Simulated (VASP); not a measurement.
Set up this calculation in VASP 6.6.1, as the native input.

```
Task                   : single point
Functional             : r2SCAN
Potentials or basis    : VASP PAW PBE potentials, release 64 (Mo_sv)
Cutoff                 : 520 eV
k mesh                 : 26 × 26 × 26
Occupations            : gaussian, width 0.15 eV
Spin                   : no spin polarisation
Dipole correction      : no
Further INCAR settings : ALGO = Normal; EDIFF = 1e-07; NBANDS = 13
```

The system is Mo.

```
Mo
1.0
    -1.57521    1.63822    1.57521
     1.57521   -1.63822    1.57521
     1.57521    1.63822   -1.57521
Mo
1
Direct
  0.00000 0.00000 0.00000
```

This cell differs from its parent crystal: strain +0.0400 x Voigt [0, 1, 0, 0, 0, 0].

One way to write it, as run:

POSCAR

```
Mo
1.0
   -1.5752131668      1.6382216935      1.5752131668
    1.5752131668     -1.6382216935      1.5752131668
    1.5752131668      1.6382216935     -1.5752131668
Mo
1
Direct
    0.0000000000      0.0000000000      0.0000000000
```

INCAR.step1

```
SYSTEM = Mo
PREC = Accurate
ENCUT = 520
ISMEAR = 0
SIGMA = 0.15
LREAL = .False.
LASPH = .True.
NELM = 60
NBANDS = 13
GGA = PE
ALGO = Normal
EDIFF = 1E-4
LWAVE = .True.
LCHARG = .False.
```

INCAR.step2

```
SYSTEM = Mo
PREC = Accurate
ENCUT = 520
EDIFF = 1E-7
ISMEAR = 0
SIGMA = 0.15
LREAL = .False.
LASPH = .True.
NELM = 60
ALGO = Normal
ISIF = 2
LWAVE = .False.
LCHARG = .False.
METAGGA = R2SCAN
LMIXTAU = .True.
NBANDS = 13
ISTART = 1
```

KPOINTS

```
regular mesh
0
Gamma
  26 26 26
  0 0 0
```

Potentials or basis: VASP PAW PBE potentials, release 64 (Mo_sv).

The run is started by

```bash
$ cat potpaw_PBE.64/Mo_sv/POTCAR > POTCAR
$ cp INCAR.step1 INCAR
$ mpirun -np 1 vasp_std > vasp.out
$ cp INCAR.step2 INCAR
$ mpirun -np 1 vasp_std > vasp.out
```

Results of the run:

```json
{
 "Pressure": "-8.6 GPa",
 "Band gap on the k mesh": "zero (bands 7 and 8 overlap by 4.94 eV)"
}
```

Caveat: the cell differs from its parent crystal (strain +0.0400 x Voigt [0, 1, 0, 0, 0, 0]); the stress differs along the axes, from -16 to -5 GPa; the PAW data sets were made with another functional, which shifts forces and pressure a little.

Wall time 25 min on 1 thread of AMD EPYC 9755 128-Core Processor, on a shared host, peak memory 0.33 GiB.
